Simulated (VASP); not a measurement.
InAs: single point with HSE06

InAs:

```
In As
1.0
     0.00000    3.02400    3.02400
     3.02400    0.00000    3.02400
     3.02400    3.02400    0.00000
In As
1 1
Direct
  0.00000 0.00000 0.00000
  0.75000 0.75000 0.75000
```

* Program: VASP 6.6.1
* Task: single point
* Functional: HSE06
* Potentials or basis: VASP PAW PBE potentials, release 64 (In_d, As)
* Cutoff: 520 eV
* k mesh: 6 × 6 × 6
* Occupations: gaussian, width 0.05 eV
* Spin: no spin polarisation

```
Pressure               : 1.7 GPa
Band gap on the k mesh : 0.54 eV
```

Levels at points of the mesh, in eV from the valence-band top:
| k point | band 5 | band 6 | band 7 | band 8 | band 9 | band 10 | band 11 | band 12 | band 13 | band 14 |
| --- | --- | --- | --- | --- | --- | --- | --- | --- | --- | --- |
| (0.00, 0.00, 0.00) | -15.99 | -13.03 | 0.00 | 0.00 | 0.00 | 0.54 | 4.67 | 4.67 | 4.67 | 8.46 |
| (0.50, 0.00, 0.00) | -15.99 | -11.42 | -6.25 | -1.07 | -1.07 | 1.65 | 5.46 | 5.46 | 7.71 | 10.10 |
| (0.50, 0.50, 0.00) | -15.97 | -10.82 | -6.31 | -2.52 | -2.52 | 2.12 | 2.72 | 10.30 | 10.49 | 10.49 |

Wall time 43 min on 1 thread of AMD EPYC 7R13 Processor (Zen 3) (shared host), peak memory 0.28 GiB.

Caveat: the PAW data sets were made with another functional, which shifts forces and pressure a little; spin-orbit coupling is left out, which moves the levels of the heavy elements.
